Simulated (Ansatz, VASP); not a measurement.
**SrCl2 in VASP and in Ansatz**

The input INCAR:

```
SYSTEM = SrCl2
PREC = Accurate
ENCUT = 520
EDIFF = 1E-6
ISMEAR = 0
SIGMA = 0.05
LREAL = .FALSE.
LASPH = .TRUE.
NELM = 60
ALGO = Normal
ISIF = 2
LWAVE = .FALSE.
LCHARG = .FALSE.
GGA = PE
NBANDS = 19
```

Contents of KPOINTS:

```
regular mesh
0
G
  6 6 6
  0 0 0
```

The input POSCAR:

```
SrCl2
1.0
    0.0000000000      3.5177837287      3.6912104665
    3.5177837287      0.0000000000      3.6912104665
    3.5177837287      3.5177837287      0.0000000000
Sr Cl
1 2
Direct
    0.0000000000      0.0000000000      0.0000000000
    0.2500000000      0.2500000000      0.2500000000
    0.7500000000      0.7500000000      0.7500000000
```

Input for Ansatz:

```yaml
crystal:
  lattice:
    - [0.0, 3.5177837287, 3.6912104665]
    - [3.5177837287, 0.0, 3.6912104665]
    - [3.5177837287, 3.5177837287, 0.0]
  atoms:
    - { symbol: Sr, position: [0.0, 0.0, 0.0] }
    - { symbol: Cl, position: [0.25, 0.25, 0.25] }
    - { symbol: Cl, position: [0.75, 0.75, 0.75] }
basis:
  ecutwfc: 420
kpoints:
  mp_grid: { grid: [6, 6, 6] }
hamiltonian:
  xc: pbe
scf:
  occupations: { method: gaussian, width: 0.05 }
output:
  forces: true
  stress: true
  eigenvalues: true
```

Alike in both runs: task single point; functional PBE; k mesh 6 × 6 × 6; occupations gaussian, width 0.05 eV; no spin polarisation.

```csv
,VASP,Ansatz
version,VASP 6.6.1,Ansatz 0.2.0
potentials or method,"VASP PAW PBE potentials, release 64 (Sr_sv, Cl), cutoff 520 eV","scalar-relativistic, plane waves, PAW"
valence electrons in the cell,24,24
```

|  | VASP | Ansatz | Ansatz less VASP |
| --- | --- | --- | --- |
| gap on the k mesh at the Fermi level (eV) | 4.90 | 4.91 | +0.003 |
| least direct gap on the mesh (eV) | 5.20 | 5.20 | +0.001 |
| pressure (GPa) | -1.3 | -1.4 | -0.05 |
| traceless stress, the component that is largest in VASP (GPa) | -1.48 | -1.48 | -0.008 |

With one functional, cell and mesh, what is left measures potentials, basis and numerics.
